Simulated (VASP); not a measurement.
**Mg4CdS3: single point with PBE**

Mg4CdS3:

```
CELL_PARAMETERS angstrom
6.79187 0.00000 0.00000
-3.39594 5.88194 0.00000
0.00000 0.00000 4.84612
ATOMIC_POSITIONS crystal
Mg 0.52108 0.00000 0.50000
Mg 0.00000 0.52108 0.50000
Mg 0.47892 0.47892 0.50000
Mg 0.00000 0.00000 0.00000
Cd 0.00000 0.00000 0.50000
S 0.64480 0.00000 0.00000
S 0.00000 0.64480 0.00000
S 0.35520 0.35520 0.00000
```

```yaml
Program: VASP 6.6.1
Task: single point
Functional: PBE
Potentials_or_basis: VASP PAW PBE potentials, release 64 (Mg, Cd, S)
Cutoff: 600 eV
k_mesh: 4 × 4 × 3
Occupations: gaussian, width 0.2 eV
Spin: no spin polarisation
```

The pressure is 0.4 GPa and the largest force is 0.032 eV/Å. The band gap on the k mesh is zero (band 19 reaches 3.14 eV, above the bottom of band 20 at 1.85 eV).

Forces on the atoms (eV/Å):
```
Mg  -0.006  0.000  0.000
Mg   0.003 -0.005  0.000
Mg   0.003  0.005  0.000
Mg   0.000  0.000  0.000
Cd   0.000  0.000  0.000
S   -0.032  0.000  0.000
S    0.016 -0.027  0.000
S    0.016  0.027  0.000
```

Stress tensor (GPa, compression positive):
```
 0.65  0.00  0.00
 0.00  0.65  0.00
 0.00  0.00 -0.04
```

Levels at points of the mesh, in eV from the Fermi level:
| k point | band 15 | band 16 | band 17 | band 18 | band 19 | band 20 | band 21 | band 22 | band 23 | band 24 |
| --- | --- | --- | --- | --- | --- | --- | --- | --- | --- | --- |
| (0.00, 0.00, 0.00) | -2.64 | -2.64 | -0.91 | -0.91 | 0.80 | 0.96 | 0.96 | 1.83 | 1.99 | 2.24 |
| (0.50, 0.00, 0.00) | -2.15 | -2.05 | -1.46 | -1.16 | -0.86 | -0.23 | 0.99 | 1.81 | 3.19 | 3.22 |

It took 36 s on 1 thread of Intel(R) Xeon(R) 6975P-C (Granite Rapids) (shared host), peak memory 0.35 GiB.

Caveat: the k points lie up to 0.43 Å⁻¹ apart.
